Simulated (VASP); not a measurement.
Input of a VASP 6.6.1 run:

INCAR

```
SYSTEM = Mn
PREC     = Accurate       ! precision mode
ENCUT    = 600            ! plane-wave cutoff, eV
EDIFF    = 1E-6           ! SCF threshold, eV
ISMEAR   = 0              ! smearing method
SIGMA    = 0.1            ! smearing width, eV
LREAL    = .False.        ! projectors in reciprocal space
LASPH    = .True.         ! aspherical terms in the spheres
NELM     = 100            ! most SCF steps
ALGO     = Fast           ! electronic algorithm
ISIF     = 4              ! what is computed and relaxed
LWAVE    = .False.        ! write WAVECAR
LCHARG   = .False.        ! write CHGCAR
GGA      = PE             ! functional
IBRION   = 2              ! ionic algorithm
NSW      = 50             ! ionic steps
EDIFFG   = -0.01          ! ionic threshold
```

KPOINTS

```
regular mesh
0
Gamma
  21 21 10
  0 0 0
```

POSCAR

```
Mn
1.0
    2.4044728138      0.0000000000      0.0000000000
   -1.2022364069      2.0823345394      0.0000000000
    0.0000000000      0.0000000000      3.8912980168
Mn
2
Direct
    0.6666666667      0.3333333333      0.7500000000
    0.3333333333      0.6666666667      0.2500000000
```

Potentials or basis: VASP PAW PBE potentials, release 64 (Mn_pv).

Launch:

```sh
$ cat potpaw_PBE.64/Mn_pv/POTCAR > POTCAR
$ mpirun -np 1 vasp_std > vasp.out
```

Question: Estimate the band gap on the k mesh.

Answer: Zero (bands 13 and 14 overlap by 2.49 eV).

Final structure:
```
Mn
1.0
     2.40528    0.00000    0.00000
    -1.20264    2.08303    0.00000
     0.00000    0.00000    3.88870
Mn
2
Cartesian
  1.2026 0.6943 2.9165
  0.0000 1.3887 0.9722
```

Caveat: the run has no spin polarisation, though such a crystal can be magnetic. Spin polarisation is off, so any magnetic state and its effect on volume and gap are missing.
